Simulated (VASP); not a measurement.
## InSb: single point with PBE+D3(BJ)

Crystal: InSb.

```
In Sb
1.0
     5.35246    0.00000    0.00000
     0.00000    5.36027    0.00000
     0.00000    0.00000    3.26675
In Sb
2 2
Direct
  0.00000 0.00000 0.00158
  0.50000 0.50000 0.99842
  0.50000 0.00000 0.63095
  0.00000 0.50000 0.36905
```

| Item | Value |
| --- | --- |
| Program | VASP 6.6.1 |
| Task | single point |
| Functional | PBE |
| Dispersion | D3(BJ) |
| Potentials or basis | VASP PAW PBE potentials, release 64 (In_d, Sb) |
| Cutoff | 520 eV |
| k mesh | 4 × 4 × 8 |
| Occupations | gaussian, width 0.05 eV |
| Spin | no spin polarisation |
| Dipole correction | no |
| Further INCAR settings | ALGO = Normal; EDIFF = 1e-06; NBANDS = 26 |

```yaml
Pressure: 8.9 GPa
Largest_force: 0.011 eV/Å
Band_gap_on_the_k_mesh: zero (band 18 reaches 11.97 eV, above the bottom of band 19 at 7.83 eV)
Dispersion_energy_per_atom: -0.485 eV
```

Forces on the atoms (eV/Å):
```
In   0.000  0.000  0.000
In   0.000  0.000  0.000
Sb   0.000  0.000 -0.011
Sb   0.000  0.000  0.011
```

Levels at points of the mesh, in eV from the Fermi level:
```
           k point  band 14  band 15  band 16  band 17  band 18  band 19  band 20  band 21  band 22  band 23
(0.00, 0.00, 0.00)    -5.62    -5.47    -2.01    -2.00    -1.99     2.13     2.78     3.26     6.52     7.29
(0.50, 0.00, 0.00)    -5.92    -4.26    -4.26     0.84     0.84     2.65     2.65     5.04     5.04     5.79
(0.00, 0.50, 0.00)    -5.90    -4.25    -4.25     0.81     0.81     2.63     2.63     5.03     5.03     5.80
(0.50, 0.50, 0.00)    -8.41     0.14     0.14     2.29     2.29     2.61     2.61     3.11     3.11     3.16
(0.00, 0.00, 0.50)    -3.68    -2.27    -1.92    -1.90    -1.87    -1.85    -1.23     1.76     2.01     2.55
(0.50, 0.00, 0.50)    -6.26    -2.31    -2.31    -1.58    -1.58    -1.45    -1.45     1.22     1.22     3.84
(0.00, 0.50, 0.50)    -6.27    -2.30    -2.30    -1.56    -1.56    -1.43    -1.43     1.20     1.20     3.82
(0.50, 0.50, 0.50)    -5.18    -4.66    -4.66    -4.63    -4.63     2.56     2.56     4.78     4.78     5.14
```

Wall time 36 s on 1 thread of Intel(R) Xeon(R) 6975P-C (Granite Rapids), with other jobs on the host, peak memory 0.25 GiB.

Caveat: three body term missing; spin-orbit coupling is left out, which moves the levels of the heavy elements; pairwise dispersion overbinds metals, which lowers pressure and volume.
